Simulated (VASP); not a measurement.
# BN (F-43m) in VASP: a series of runs

The runs below take BN through single point, with PBEsol.

Everything below comes from runs of VASP 6.6.1. Logs are shortened: lines on timing, memory, paths and dates and some standing lists are left out, and cuts for length are marked.

### 1 The cell of the first run

Symmetry: F-43m, No. 216, cubic system. Conventional cell: a = 3.610 Å, b = 3.610 Å, c = 3.610 Å, α = 90.00°, β = 90.00°, γ = 90.00°. B (site symmetry -43m) has 4 N at 1.56 Å within 2.1 Å. N (site symmetry -43m) has 4 B at 1.56 Å within 2.1 Å.

### 2 Single point, PBEsol

Input file INCAR:

```
PREC = Accurate ; ENCUT = 600
EDIFF = 1E-6 ; ISMEAR = 0
SIGMA = 0.05 ; LREAL = F
LASPH = T ; NELM = 120
ALGO = Normal ; ISIF = 2
LWAVE = F ; LCHARG = T
GGA = PS ; LELF = T
LVHAR = T ; NBANDS = 11
GGA_COMPAT = F
```

Input file KPOINTS:

```
Automatic mesh
0
Gamma
  8 8 8
```

Input file POSCAR:

```
BN
1.0
    0.0000000000      1.8048254535      1.8048254535
    1.8048254535      0.0000000000      1.8048254535
    1.8048254535      1.8048254535      0.0000000000
B N
1 1
Direct
    0.0000000000      0.0000000000      0.0000000000
    0.2500000000      0.2500000000      0.2500000000
```

Potentials or basis: VASP PAW PBE potentials, release 64 (B, N).

The run is started by

```sh
$ cat potpaw_PBE.64/B/POTCAR potpaw_PBE.64/N/POTCAR > POTCAR
$ mpirun -np 1 vasp_std > vasp.out
```

OUTCAR:

```text
PREC = Accurate
   ENCUT = 600
   EDIFF = 1E-6
   ISMEAR = 0
   LREAL = F
   LASPH = T
   NELM = 120
   ISIF = 2
   GGA = PS

 ion  position               nearest neighbor table
   1  0.000  0.000  0.000-   2 1.56   2 1.56   2 1.56   2 1.56
   2  0.250  0.250  0.250-   1 1.56   1 1.56   1 1.56   1 1.56

  LATTYP: Found a face centered cubic cell.
 ALAT       =     3.6096509070

  Lattice vectors:

 A1 = (   0.0000000000,   1.8048254535,   1.8048254535)
 A2 = (   1.8048254535,   0.0000000000,   1.8048254535)
 A3 = (   1.8048254535,   1.8048254535,   0.0000000000)

Analysis of symmetry for initial positions (statically):
=====================================================================
 Subroutine PRICEL returns:
 Original cell was already a primitive cell.

 Routine SETGRP: Setting up the symmetry group for a
 face centered cubic supercell.

 Subroutine GETGRP returns: Found 24 space group operations
 (whereof 24 operations were pure point group operations)
 out of a pool of 48 trial point group operations.

The static configuration has the point symmetry T_d .

Analysis of symmetry for dynamics (positions and initial velocities):
=====================================================================
 Subroutine PRICEL returns:
 Original cell was already a primitive cell.

 Routine SETGRP: Setting up the symmetry group for a
 face centered cubic supercell.

 Subroutine GETGRP returns: Found 24 space group operations
 (whereof 24 operations were pure point group operations)
 out of a pool of 48 trial point group operations.

The dynamic configuration has the point symmetry T_d .

 Subroutine INISYM returns: Found 24 space group operations
 (whereof 24 operations are pure point group operations),
 and found     1 'primitive' translations

----------------------------------------------------------------------------------------

                                     Primitive cell

  volume of cell :      11.7581

  direct lattice vectors                    reciprocal lattice vectors
     0.000000000  1.804825453  1.804825453    -0.277035100  0.277035100  0.277035100
     1.804825453  0.000000000  1.804825453     0.277035100 -0.277035100  0.277035100
     1.804825453  1.804825453  0.000000000     0.277035100  0.277035100 -0.277035100

  length of vectors
     2.552408634  2.552408634  2.552408634     0.479838869  0.479838869  0.479838869

  position of ions in fractional coordinates (direct lattice)
     0.000000000  0.000000000  0.000000000
     0.250000000  0.250000000  0.250000000

[... 79 lines left out ...]
   NSW    =      0    number of steps for IOM
   IBRION =     -1    ionic relax: 0-MD 1-quasi-New 2-CG
   NFREE  =      0    steps in history (QN), initial steepest desc. (CG)
   ISIF   =      2    stress and relaxation
   ISYM   =      2    0-nonsym 1-usesym 2-fastsym
   POTIM  = 0.5000    time-step for ionic-motion
   TEBEG  =    0.0;   TEEND  =   0.0 temperature during run
   PSTRESS=    0.0 pullay stress
   NELECT =       8.0000    total number of electrons
   NUPDOWN=      -1.0000    fix difference up-down
   EMIN   =  10.00;   EMAX   =-10.00  energy-range for DOS
   EFERMI =   0.00;   METHOD = LEGACY
   ISMEAR =     0;   SIGMA  =   0.05  broadening in eV -4-tet -1-fermi 0-gaus
   EFERMI_NEDOS =   21; number of points for ismear=-14 and -15
   IALGO  =     38    algorithm
   IMIX   =      4    mixing-type and parameters
     AMIX     =   0.40;   BMIX     =  1.00
     AMIX_MAG =   1.60;   BMIX_MAG =  1.00
  volume/ion in A,a.u.               =       5.88        39.67
  Fermi-wavevector in a.u.,A,eV,Ry     =   1.439880  2.720979 28.208337  2.073254
  Thomas-Fermi vector in A             =   2.558686
   LORBIT       =      0    0 simple, 1 ext, 2 COOP (PROOUT), +10 PAW based schemes
   GGA     = PS    functional components
   LHFCALC =     F    Hartree Fock is set to
   AEXX    =    0.0000 exact exchange contribution
   IVDW    =     0    specifies the selected vdW correction
   LEPSILON=     F    determine dielectric tensor
   LRPA    =     F    only Hartree local field effects (RPA)
 non-spin polarized calculation
 Gauss-broadening in eV      SIGMA  =   0.05
  energy-cutoff  :      600.00
  volume of cell :       11.76
 maximum number of plane-waves:       399
   NGX = 11   NGY = 11   NGZ = 11

 number of electron       7.9999999 magnetization

 Free energy of the ion-electron system (eV)
  ---------------------------------------------------
  ext. energy  EPLUGINS =         0.00000000
  ---------------------------------------------------
  free energy    TOTEN  =       -18.35044848 eV

  energy without entropy =      -18.35044848  energy(sigma->0) =      -18.35044848

 E-fermi :   7.7822     XC(G=0): -13.0379

 val. band max:        7.4177597665   @ k =   0.0000   0.0000   0.0000
 cond. band min:      11.6987947543   @ k =   0.5000   0.5000   0.0000
 fundamental gap:      4.2810349878
 Fermi energy:         7.7822061125

 k-point     1 :       0.0000    0.0000    0.0000
  band No.  band energies     occupation
      1     -12.8862      2.00000
      2       7.4178      2.00000
      3       7.4178      2.00000
      4       7.4178      2.00000
      5      16.1999      0.00000
      6      16.1999      0.00000
      7      16.1999      0.00000
      8      17.7576      0.00000
      9      32.0109      0.00000
     10      35.1599      0.00000
     11      35.1599      0.00000
[... 309 lines left out ...]
 k-point    24 :      -0.3750    0.2500    0.1250
  band No.  band energies     occupation
      1      -7.8828      2.00000
      2      -2.3974      2.00000
      3       2.5483      2.00000
      4       3.9202      2.00000
      5      16.8723      0.00000
      6      18.5628      0.00000
      7      21.8139      0.00000
      8      23.1721      0.00000
      9      26.7137      0.00000
     10      33.2154      0.00000
     11      34.8213      0.00000

 [... further k-points ...]
[... 5 lines left out ...]
  --------------------------------------------------------------------------------------
  -------------------------------------------------------------------------------------
  Total       -0.0691970     -0.0691970     -0.0691970      0.0000000     -0.0000000      0.0000000
  in kB       -9.4289241     -9.4289241     -9.4289241      0.0000000     -0.0000000      0.0000000
  external PRESSURE =      -9.4289241 kB  Pullay stress =       0.0000000 kB

 VOLUME and BASIS-vectors are now :
 -----------------------------------------------------------------------------
  energy-cutoff  :      600.00
  volume of cell :       11.76
      direct lattice vectors                 reciprocal lattice vectors
     0.000000000  1.804825453  1.804825453    -0.277035100  0.277035100  0.277035100
     1.804825453  0.000000000  1.804825453     0.277035100 -0.277035100  0.277035100
     1.804825453  1.804825453  0.000000000     0.277035100  0.277035100 -0.277035100

 POSITION                                       TOTAL-FORCE (eV/Angst)
 -----------------------------------------------------------------------------------
      0.00000      0.00000      0.00000         0.000000      0.000000      0.000000
      0.90241      0.90241      0.90241        -0.000000     -0.000000     -0.000000
 -----------------------------------------------------------------------------------
    total drift:                                0.000000      0.000000      0.000000

  FREE ENERGIE OF THE ION-ELECTRON SYSTEM (eV)
  ---------------------------------------------------
  free  energy   TOTEN  =       -18.3504484809 eV

  energy  without entropy=      -18.3504484809  energy(sigma->0) =      -18.35044848
```

stdout:

```text
POSCAR found type information on POSCAR B N
 POSCAR found :  2 types and       2 ions
 scaLAPACK will be used
 -----------------------------------------------------------------------------
|                                                                             |
|                                                                             |
|     You enforced a specific xc type in the INCAR file but a different       |
|     I HOPE YOU KNOW WHAT YOU ARE DOING!                                     |
|                                                                             |
 -----------------------------------------------------------------------------

 LDA part: xc-table for (Slater+PW92), standard interpolation
 POSCAR, INCAR and KPOINTS ok, starting setup
 FFT: planning ... GRIDC
 FFT: planning ... GRID_SOFT
 FFT: planning ... GRID
 WAVECAR not read
 entering main loop
```

It took 6.6 s on 1 thread of Intel Xeon Platinum 8259CL at 2.50GHz (Skylake/Cascade Lake), shared host; peak memory 0.12 GiB.

What came out:

| Item | Value |
| --- | --- |
| Free energy | -18.3504 eV |
| Pressure | -0.9 GPa |
| Band gap on the k mesh | 4.28 eV, indirect (least direct gap 8.78 eV) |

Caveat: the PAW data sets were made with another functional, which shifts forces and pressure a little. A k mesh can miss the band edges.

### 3 Single point, PBEsol

Input file INCAR:

```
PREC = Accurate ; ENCUT = 600
EDIFF = 1E-6 ; ISMEAR = -1
SIGMA = 0.5 ; LREAL = F
LASPH = T ; NELM = 120
ALGO = Normal ; ISIF = 2
LWAVE = F ; LCHARG = F
GGA = PS ; NBANDS = 11
GGA_COMPAT = F
```

KPOINTS is that of step 2.

POSCAR is that of step 2.

Potentials or basis: VASP PAW PBE potentials, release 64 (B, N).

The run is started by

```sh
$ cat potpaw_PBE.64/B/POTCAR potpaw_PBE.64/N/POTCAR > POTCAR
$ mpirun -np 1 vasp_std > vasp.out
```

Run time: 5.9 s. Hardware: 1 thread of Intel Xeon Platinum 8259CL at 2.50GHz (Skylake/Cascade Lake), shared host; peak memory 0.12 GiB.

Results (log left out):

* Free energy: -18.3512 eV
* Pressure: -0.9 GPa
* Band gap on the k mesh: 4.28 eV, indirect (least direct gap 8.78 eV)

Levels at points of the mesh, in eV from the valence-band top:
| k point | band 2 | band 3 | band 4 | band 5 | band 6 | band 7 |
| --- | --- | --- | --- | --- | --- | --- |
| (0.00, 0.00, 0.00) | 0.00 | 0.00 | 0.00 | 8.78 | 8.78 | 8.78 |
| (0.50, 0.00, 0.00) | -10.82 | -1.96 | -1.96 | 10.15 | 10.65 | 10.65 |
| (0.50, 0.50, 0.00) | -8.99 | -4.96 | -4.96 | 4.28 | 9.12 | 17.94 |

Caveat: the PAW data sets were made with another functional, which shifts forces and pressure a little. A k mesh can miss the band edges.

### 4 Single point, PBEsol

Input file INCAR:

```
SYSTEM = BN
ALGO     = Normal         ! electronic algorithm
EDIFF    = 1E-6           ! SCF threshold, eV
ENCUT    = 600            ! plane-wave cutoff, eV
GGA      = PS             ! functional
GGA_COMPAT= .FALSE.      
ISIF     = 2              ! what is computed and relaxed
ISMEAR   = 0              ! smearing method
LASPH    = .TRUE.         ! aspherical terms in the spheres
LCHARG   = .TRUE.         ! write CHGCAR
LELF     = .TRUE.         ! ELF
LREAL    = .FALSE.        ! projectors in reciprocal space
LVHAR    = .TRUE.       
LWAVE    = .FALSE.        ! write WAVECAR
NBANDS   = 11             ! bands
NELM     = 120            ! most SCF steps
PREC     = Accurate       ! precision mode
SIGMA    = 0.2            ! smearing width, eV
```

Input file KPOINTS:

```
k-points
0
G
  8 8 8
  0 0 0
```

POSCAR is that of step 3.

The run is started by

```sh
$ cat potpaw_PBE.64/B/POTCAR potpaw_PBE.64/N/POTCAR > POTCAR
$ mpirun -np 1 vasp_std > vasp.out
```

Wall time 7.1 s (1 thread of Intel Xeon Platinum 8259CL at 2.50GHz (Skylake/Cascade Lake), shared host); peak memory 0.12 GiB.

It converged, with:

```yaml
Free_energy: -18.3504 eV
Pressure: -0.9 GPa
Band_gap_on_the_k_mesh: 4.28 eV, indirect (least direct gap 8.78 eV)
```

Levels at points of the mesh, in eV from the valence-band top:
```csv
k point,band 1,band 2,band 3,band 4,band 5,band 6,band 7,band 8
"(0.00, 0.00, 0.00)",-20.30,0.00,0.00,0.00,8.78,8.78,8.78,10.34
"(0.50, 0.00, 0.00)",-16.01,-10.82,-1.96,-1.96,10.15,10.65,10.65,15.12
"(0.50, 0.50, 0.00)",-14.63,-8.99,-4.96,-4.96,4.28,9.12,17.94,17.94
```

Caveat: the PAW data sets were made with another functional, which shifts forces and pressure a little. A k mesh can miss the band edges.

### 5 Overview

| smearing | gap on the mesh (eV) | pressure (GPa) |
| --- | --- | --- |
| gaussian 0.05 eV | 4.28 | -0.9 |
| fermi-dirac 0.5 eV | 4.28 | -0.9 |
| gaussian 0.2 eV | 4.28 | -0.9 |

Alike in all rows: task single point; level PBEsol; potentials or basis VASP PAW PBE potentials, release 64 (B, N); no spin polarisation; cell as given; k mesh 8 × 8 × 8; cutoff (eV) 600.

On the cell as given the gap runs from 4.28 eV (PBEsol) to 4.28 eV (PBEsol).

Caveats: the PAW data sets were made with another functional, which shifts forces and pressure a little.

Absolute energies hang on the potentials; compare differences alone.
